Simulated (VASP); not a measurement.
Input of a VASP 6.6.1 run:

File INCAR:

```
ALGO     = Normal         # electronic algorithm
EDIFF    = 1E-7           # SCF threshold, eV
EDIFFG   = -0.01          # ionic threshold
ENCUT    = 600            # plane-wave cutoff, eV
GGA      = PE             # functional
IBRION   = 2              # ionic algorithm
ISIF     = 3              # what is computed and relaxed
ISMEAR   = 0              # smearing method
ISPIN    = 2              # spin polarisation
KPAR     = 4            
LASPH    = T              # aspherical terms in the spheres
LCHARG   = F              # write CHGCAR
LMAXMIX  = 4              # l up to which the mixer works
LORBIT   = 11             # projections on sites
LREAL    = F              # projectors in reciprocal space
LWAVE    = F              # write WAVECAR
MAGMOM   = 0 4.98 0 0 0 0 0 # initial moments
NELM     = 150            # most SCF steps
NSW      = 100            # ionic steps
PREC     = Accurate       # precision mode
SIGMA    = 0.1            # smearing width, eV
```

Contents of KPOINTS:

```
k-points
0
Gamma
  8 8 4
```

POSCAR

```
YMnI5
1.0
    5.1630367212      0.0000000000      0.0000000000
    0.0000000000      5.1630367212      0.0000000000
    0.0000000000      0.0000000000      8.8958728581
Y Mn I
1 1 5
Direct
    0.0000000000      0.0000000000      0.0000000000
    0.0000000000      0.0000000000      0.5000000000
    0.0000000000      0.5000000000      0.2930650065
    0.0000000000      0.5000000000      0.7069349935
    0.5000000000      0.0000000000      0.7069349935
    0.5000000000      0.0000000000      0.2930650065
    0.5000000000      0.5000000000      0.0000000000
```

Potentials or basis: VASP PAW PBE potentials, release 64 (Y_sv, Mn_pv, I).

Launch:

```console
$ cat potpaw_PBE.64/Y_sv/POTCAR potpaw_PBE.64/Mn_pv/POTCAR potpaw_PBE.64/I/POTCAR > POTCAR
$ mpirun -np 4 vasp_std > vasp.out
```

Predict the relaxed cell.

a = 5.175 Å, b = 5.175 Å, c = 8.825 Å, α = 90.00°, β = 90.00°, γ = 90.00°.

Estimate the net moment.

5.06 μB per cell.

Step by step:
| step | energy change (eV) | largest force (eV/Å) | pressure (GPa) | volume (Å³) |
| --- | --- | --- | --- | --- |
| 1 | 0.0000 | 0.0303 | -0.09 | 237.14 |
| 2 | -0.0022 | 0.0139 | -0.01 | 236.49 |
| 3 | -0.0028 | 0.0007 | 0.06 | 235.94 |
| 4 | -0.0029 | 0.0037 | -0.01 | 236.39 |
